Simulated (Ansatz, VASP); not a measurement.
**CdSe in VASP and in Ansatz**

```
CELL_PARAMETERS angstrom
4.25324 0.00000 0.00000
-2.12662 3.68341 0.00000
0.00000 0.00000 7.20644
ATOMIC_POSITIONS crystal
Cd 0.33333 0.66667 0.00878
Cd 0.66667 0.33333 0.50878
Se 0.33333 0.66667 0.37622
Se 0.66667 0.33333 0.87622
```

Change from the starting cell: film at in-plane strain -0.02.

Alike in both runs: task single point; functional r2SCAN; k mesh 6 × 6 × 4; no spin polarisation.

|  | VASP | Ansatz |
| --- | --- | --- |
| version | VASP 6.6.1 | Ansatz 0.2.0 |
| potentials or method | VASP PAW PBE potentials, release 64 (Cd, Se) | PAW with Ansatz's default frozen-core files, scalar-relativistic |
| plane-wave cutoff (eV) | 520 | 500 |
| occupations | gaussian, width 0.01 eV | fixed |
| valence electrons in the cell | 36 | 72 |

|  | VASP | Ansatz | Ansatz less VASP |
| --- | --- | --- | --- |
| gap on the k mesh at the Fermi level (eV) | 1.05 | 1.06 | +0.011 |
| pressure (GPa) | 1.4 | 1.1 | -0.27 |
| traceless stress, the component that is largest in VASP (GPa) | -1.15 | -1.14 | +0.007 |

VASP's potentials were made for PBE, not for r2SCAN. VASP's potentials hold 36 valence electrons a cell and Ansatz's 72, so a difference there can come from the potentials and not from the codes.
